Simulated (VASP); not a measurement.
Here is a VASP 6.6.1 calculation.

INCAR

```
PREC = Accurate
ENCUT = 520
EDIFF = 1E-7
ISMEAR = 0
SIGMA = 0.1
LREAL = F
LASPH = T
NELM = 100
ALGO = Normal
ISIF = 2
LWAVE = F
LCHARG = F
GGA = PE
NBANDS = 60
```

Contents of KPOINTS:

```
Automatic mesh
0
Gamma
  3 3 6
```

POSCAR

```
Lu3Sc2O
1.0
    6.0892640605      0.0000000030      0.0000000000
   -3.0446320328      5.2734573652      0.0000000000
    0.0000000000      0.0000000000      5.5480794694
Lu Sc O
3 2 1
Direct
    0.5000000000      0.0000000000      0.5000000000
    0.5000000000      0.5000000000      0.5000000000
    0.0000000000      0.5000000000      0.5000000000
    0.3333333333      0.6666666667      0.0000000000
    0.6666666667      0.3333333333      0.0000000000
    0.0000000000      0.0000000000      0.0000000000
```

Potentials or basis: VASP PAW PBE potentials, release 64 (Lu, Sc_sv, O).

The run is started by

```console
$ cat potpaw_PBE.64/Lu/POTCAR potpaw_PBE.64/Sc_sv/POTCAR potpaw_PBE.64/O/POTCAR > POTCAR
$ mpirun -np 1 vasp_std > vasp.out
```

Task: What does it give for the pressure?

Result: -0.1 GPa.

Stress tensor (GPa, compression positive):
```
-0.15  0.00  0.00
 0.00 -0.15  0.00
 0.00  0.00  0.04
```

Caveat: the k points lie up to 0.40 Å⁻¹ apart; an odd number of electrons without spin polarisation forces a metal; a magnetic or distorted state may lie lower.
